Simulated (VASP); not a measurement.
Runs of VASP 6.6.1 on Al. The structure is that of space group Fm-3m (No. 225), or close to it. The cells are those of the table. 

| level | cell | gap on the mesh (eV) | pressure (GPa) |
| --- | --- | --- | --- |
| PBEsol | a = 2.811 Å, angles 60.0°, 1 atom | none | (b) |
| PBEsol | a = 2.781 Å, angles 60.0°, 1 atom | none | (a) |
| PBEsol | a = 2.752 Å, angles 60.0°, 1 atom | none | 9.5 |
| RPBE | a = 2.839 Å, angles 60.0°, 1 atom | none | 2.8 |
| PBEsol | a = 2.868 Å, angles 60.0°, 1 atom | none | -2.2 |

Alike in all rows: task single point; potentials or basis VASP PAW PBE potentials, release 64 (Al); no spin polarisation; k mesh 18 × 18 × 18; cutoff (eV) 520; smearing gaussian 0.1 eV.

**Question.** Estimate the missing entries.

**Answer.** (a) 5.8; (b) 2.7.

Caveats: the PAW data sets were made with another functional, which shifts forces and pressure a little.

A gap of «none» marks levels without a gap at the run's occupations.
